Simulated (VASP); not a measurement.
RbBr, 2 atoms in the cell. Symmetry: R-3m, No. 166, trigonal system. The conventional cell has a = 4.818 Å, b = 4.818 Å, c = 12.220 Å, α = 90.00°, β = 90.00°, γ = 120.00°. Within 4.5 Å of Rb (site symmetry -3m) lie 6 Br at 3.45 Å. Within 4.5 Å of Br (site symmetry -3m) lie 6 Rb at 3.45 Å.  This cell differs from its parent crystal: epitaxial 111 strain -1.6%.

```yaml
Program: VASP 6.6.1
Task: single point
Functional: r2SCAN
Potentials_or_basis: VASP PAW PBE potentials, release 64 (Rb_sv, Br)
Cutoff: 520 eV
k_mesh: 6 × 6 × 6
Occupations: gaussian, width 0.01 eV
Spin: no spin polarisation
Dipole_correction: no
Further_INCAR_settings: ALGO = Normal; EDIFF = 1e-06; NBANDS = 15
```

Potentials or basis: VASP PAW PBE potentials, release 64 (Rb_sv, Br).

Launch:

```console
$ cat potpaw_PBE.64/Rb_sv/POTCAR potpaw_PBE.64/Br/POTCAR > POTCAR
$ cp INCAR.step1 INCAR
$ mpirun -np 1 vasp_std > vasp.out
$ cp INCAR.step2 INCAR
$ mpirun -np 1 vasp_std > vasp.out
```

Hardware: 1 thread of Oxide Virtual Turin-like Processor, with other jobs on the host.

How long does it take, and how much memory?

It took 2.4 min on 1 thread of Oxide Virtual Turin-like Processor (shared host), peak memory 0.24 GiB. Counts: k points 32.
